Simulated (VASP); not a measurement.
The system is RbCaBr3.

```
CELL_PARAMETERS angstrom
5.73669 0.00000 0.00000
0.00000 5.73669 0.00000
0.00000 0.00000 5.73669
ATOMIC_POSITIONS crystal
Rb 0.50000 0.50000 0.50000
Ca 0.00000 0.00000 0.00000
Br 0.50000 0.00000 0.00000
Br 0.00000 0.00000 0.50000
Br 0.00000 0.50000 0.00000
```

```yaml
Program: VASP 6.6.1
Task: relaxation of cell and atoms
Functional: r2SCAN
Potentials_or_basis: VASP PAW PBE potentials, release 64 (Rb_sv, Ca_sv, Br)
Cutoff: 600 eV
k_mesh: 4 × 4 × 4, shifted
Occupations: gaussian, width 0.01 eV
Spin: no spin polarisation
```

At the start: pressure -0.6 GPa; volume 37.76 Å³/atom.

Where does the relaxation end?

Over 3 steps the energy falls by 2.0 meV/atom and the volume is 36.68 Å³/atom (-2.9 %); space group Pm-3m (No. 221, to 0.1 Å) before and after.

The path:
```
step  energy change (eV)  largest force (eV/Å)  pressure (GPa)  volume (Å³)
   1              0.0000                0.0000           -0.59       188.79
   2             -0.0092                0.0000           -0.18       185.01
   3             -0.0101                0.0000            0.01       183.41
```

Final structure:
```
Rb Ca Br
1.0
     5.68165    0.00000    0.00000
     0.00000    5.68165    0.00000
     0.00000    0.00000    5.68165
Rb Ca Br
1 1 3
Direct
  0.50000 0.50000 0.50000
  0.00000 0.00000 0.00000
  0.50000 0.00000 0.00000
  0.00000 0.00000 0.50000
  0.00000 0.50000 0.00000
```

Caveat: the PAW data sets were made with another functional, which shifts forces and pressure a little.
